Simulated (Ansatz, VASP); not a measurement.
# WS2: VASP beside Ansatz

Contents of INCAR:

```
PREC = Accurate ; ENCUT = 520
EDIFF = 1E-7 ; ISMEAR = 0
SIGMA = 0.05 ; LREAL = F
LASPH = T ; NELM = 100
ALGO = Normal ; ISIF = 2
LWAVE = F ; LCHARG = T
GGA = CA ; LELF = T
LVHAR = T ; NBANDS = 35
```

KPOINTS

```
regular mesh
0
Gamma
  12 12 2
```

File POSCAR:

```
WS2
1.0
    3.2102950767      0.0000000000      0.0000000000
   -1.6051475384      2.7801970901      0.0000000000
    0.0000000000      0.0000000000     23.0245573199
W S
2 4
Direct
    0.3333333333      0.6666666667      0.6302757360
    0.6666666667      0.3333333333      0.3697242640
    0.3333333333      0.6666666667      0.3028928957
    0.6666666667      0.3333333333      0.5633280735
    0.3333333333      0.6666666667      0.4366719265
    0.6666666667      0.3333333333      0.6971071043
```

Input for Ansatz:

```yaml
crystal:
  lattice:
    - [3.2102950767, 0.0, 0.0]
    - [-1.6051475384, 2.7801970901, 0.0]
    - [0.0, 0.0, 23.0245573199]
  atoms:
    - { symbol: W, position: [0.3333333333, 0.6666666667, 0.630275736] }
    - { symbol: W, position: [0.6666666667, 0.3333333333, 0.369724264] }
    - { symbol: S, position: [0.3333333333, 0.6666666667, 0.3028928957] }
    - { symbol: S, position: [0.6666666667, 0.3333333333, 0.5633280735] }
    - { symbol: S, position: [0.3333333333, 0.6666666667, 0.4366719265] }
    - { symbol: S, position: [0.6666666667, 0.3333333333, 0.6971071043] }
basis:
  ecutwfc: 420
kpoints:
  mp_grid: { grid: [12, 12, 2] }
hamiltonian:
  xc: lda
  pseudopotentials: { kind: paw, azcp: { folder: soft_1 } }
scf:
  occupations: { method: gaussian, width: 0.05 }
output:
  forces: true
  stress: true
  eigenvalues: true
  write_density: true
  write_potential: true
  elf: true
  volumetric_format: npy
```

Alike in both runs: task single point; functional LDA; k mesh 12 × 12 × 2; occupations gaussian, width 0.05 eV; no spin polarisation.

|  | VASP | Ansatz |
| --- | --- | --- |
| version | VASP 6.6.1 | Ansatz 0.2.0 |
| potentials or method | VASP PAW LDA potentials, release 64 (W_sv, S), cutoff 520 eV | scalar-relativistic, plane waves, PAW |
| valence electrons in the cell | 52 | 52 |

Ansatz gave:

```
gap on the k mesh at the Fermi level (eV) : 0.94
least direct gap on the mesh (eV)         : 1.60
rms of the force components (eV/Å)        : 0.087
```

Task: What did VASP give for the same quantities?

Result: gap on the k mesh at the Fermi level (eV): 0.95; least direct gap on the mesh (eV): 1.61; rms of the force components (eV/Å): 0.067.

Ansatz warns that its potentials were made for another functional, while VASP's fit it. LDA's correlation is that of Perdew and Zunger in VASP and of Perdew and Wang (1992) in Ansatz. Atom by atom the forces differ by 0.020 eV/Å (rms over components). Ansatz's warnings: xc potential rough in thin density.

Neither program's run includes spin-orbit coupling.
